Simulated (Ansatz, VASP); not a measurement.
# Two plane-wave programs on Pt

```
Pt
1.0
     0.00000    1.98364    1.98364
     1.98364    0.00000    1.98364
     1.98364    1.98364    0.00000
Pt
1
Direct
  0.00000 0.00000 0.00000
```

Alike in both runs: functional PBE; k mesh 8 × 8 × 8; occupations gaussian, width 0.1 eV; no spin polarisation.

Ansatz relaxed the structure, and its values are those at the end. VASP's run is a single point on that final structure, the one shown.

```csv
,VASP,Ansatz
version,VASP 6.6.1,Ansatz 0.2.0
potentials or method,"VASP PAW PBE potentials, release 64 (Pt), cutoff 500 eV","scalar-relativistic, plane waves, PAW"
valence electrons in the cell,10,18
```

VASP gave:

| Quantity | Value |
| --- | --- |
| gap on the k mesh at the Fermi level (eV) | none |
| pressure (GPa) | -0.6 |

Question: Which values does Ansatz return?

Answer: gap on the k mesh at the Fermi level (eV): none; pressure (GPa): -0.1.

A gap of «none» marks a metal or a gap that the smearing closes. With one functional, cell and mesh, what is left measures potentials, basis and numerics. VASP's potentials hold 10 valence electrons a cell and Ansatz's 18, so a difference there can come from the potentials and not from the codes.

Spin-orbit coupling is off throughout.
